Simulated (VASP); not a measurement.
Wanted: the native input for a VASP 6.6.1 run.

```
Task                   : single point
Functional             : LDA
Potentials or basis    : VASP PAW LDA potentials, release 64 (Sn_d, F)
Cutoff                 : 520 eV
k mesh                 : 8 × 8 × 8
Occupations            : methfessel-paxton, width 0.05 eV
Spin                   : no spin polarisation
Dipole correction      : no
Further INCAR settings : ALGO = Normal; EDIFF = 1e-07; NBANDS = 29
```

The structure of SnF4 lies in POSCAR:

```
SnF4
1.0
   -2.0250000000      2.0250000000      3.9650000000
    2.0250000000     -2.0250000000      3.9650000000
    2.0250000000      2.0250000000     -3.9650000000
Sn F
1 4
Direct
    0.0000000000      0.0000000000      0.0000000000
    0.2370000000      0.2370000000      0.0000000000
    0.7630000000      0.7630000000      0.0000000000
    0.5000000000      0.0000000000      0.5000000000
    0.0000000000      0.5000000000      0.5000000000
```

These files were run (other wordings do the same):

INCAR

```
SYSTEM = SnF4
ALGO = Normal ; EDIFF = 1E-7
ENCUT = 520 ; ISIF = 2
ISMEAR = 1 ; LASPH = .True.
LCHARG = .False. ; LREAL = .False.
LWAVE = .False. ; NBANDS = 29
NELM = 80 ; PREC = Accurate
SIGMA = 0.05
```

KPOINTS

```
k-points
0
Gamma
  8 8 8
  0 0 0
```

Potentials or basis: VASP PAW LDA potentials, release 64 (Sn_d, F).

Launch:

```bash
$ cat potpaw_LDA.64/Sn_d/POTCAR potpaw_LDA.64/F/POTCAR > POTCAR
$ mpirun -np 1 vasp_std > vasp.out
```

It gave:

| Property | Result |
| --- | --- |
| Pressure | 0.1 GPa |
| Largest force | 0.308 eV/Å |
| Band gap on the k mesh | 3.31 eV (least direct gap 3.56 eV) |

Caveat: spin-orbit coupling is left out, which moves the levels of the heavy elements.

Wall time 86 s on 1 thread of Intel(R) Xeon(R) Platinum 8488C (Sapphire Rapids) (shared host), peak memory 0.23 GiB.
